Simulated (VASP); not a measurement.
Set up this calculation in VASP 6.6.1, as the native input.

* Task: single point
* Functional: r2SCAN
* Potentials or basis: VASP PAW PBE potentials, release 64 (Ba_sv, S)
* Cutoff: 520 eV
* k mesh: 6 × 6 × 4
* Occupations: gaussian, width 0.01 eV
* Spin: no spin polarisation
* Dipole correction: no
* Further INCAR settings: ALGO = Normal; EDIFF = 1e-06; NBANDS = 24

BaS:

```
Ba S
1.0
     5.38186    0.00000    0.00000
    -2.69093    4.66082    0.00000
     0.00000    0.00000    6.38333
Ba S
2 2
Direct
  0.33333 0.66667 0.93750
  0.66667 0.33333 0.43750
  0.33333 0.66667 0.43750
  0.66667 0.33333 0.93750
```

These files were run (other wordings do the same):

POSCAR

```
BaS
1.0
    5.3818569276      0.0000000000      0.0000000000
   -2.6909284638      4.6608248189      0.0000000000
    0.0000000000      0.0000000000      6.3833272721
Ba S
2 2
Direct
    0.3333333333      0.6666666667     -0.0625000000
    0.6666666667      0.3333333333      0.4375000000
    0.3333333333      0.6666666667      0.4375000000
    0.6666666667      0.3333333333      0.9375000000
```

INCAR.step1

```
SYSTEM = BaS
ALGO = Normal ; EDIFF = 1E-4
ENCUT = 520 ; GGA = PE
ISMEAR = 0 ; LASPH = .TRUE.
LCHARG = .FALSE. ; LREAL = .FALSE.
LWAVE = .TRUE. ; NBANDS = 24
NELM = 60 ; PREC = Accurate
SIGMA = 0.01
```

INCAR.step2

```
SYSTEM = BaS
ALGO = Normal ; EDIFF = 1E-6
ENCUT = 520 ; ISIF = 2
ISMEAR = 0 ; ISTART = 1
LASPH = .TRUE. ; LCHARG = .TRUE.
LELF = .TRUE. ; LMIXTAU = .TRUE.
LREAL = .FALSE. ; LVHAR = .TRUE.
LWAVE = .FALSE. ; METAGGA = R2SCAN
NBANDS = 24 ; NELM = 60
PREC = Accurate ; SIGMA = 0.01
```

KPOINTS

```
k-points
0
G
  6 6 4
  0 0 0
```

Potentials or basis: VASP PAW PBE potentials, release 64 (Ba_sv, S).

Launch:

```sh
$ cat potpaw_PBE.64/Ba_sv/POTCAR potpaw_PBE.64/S/POTCAR > POTCAR
$ cp INCAR.step1 INCAR
$ mpirun -np 1 vasp_std > vasp.out
$ cp INCAR.step2 INCAR
$ mpirun -np 1 vasp_std > vasp.out
```

Results of the run:

The pressure is 0.4 GPa and the band gap on the k mesh is 2.82 eV, indirect (least direct gap 2.97 eV).

Caveat: the PAW data sets were made with another functional, which shifts forces and pressure a little; spin-orbit coupling is left out, which moves the levels of the heavy elements.

It took 3.7 min on 1 thread of Intel(R) Xeon(R) Platinum 8124M CPU @ 3.00GHz (Skylake/Cascade Lake) (shared host), peak memory 0.33 GiB.
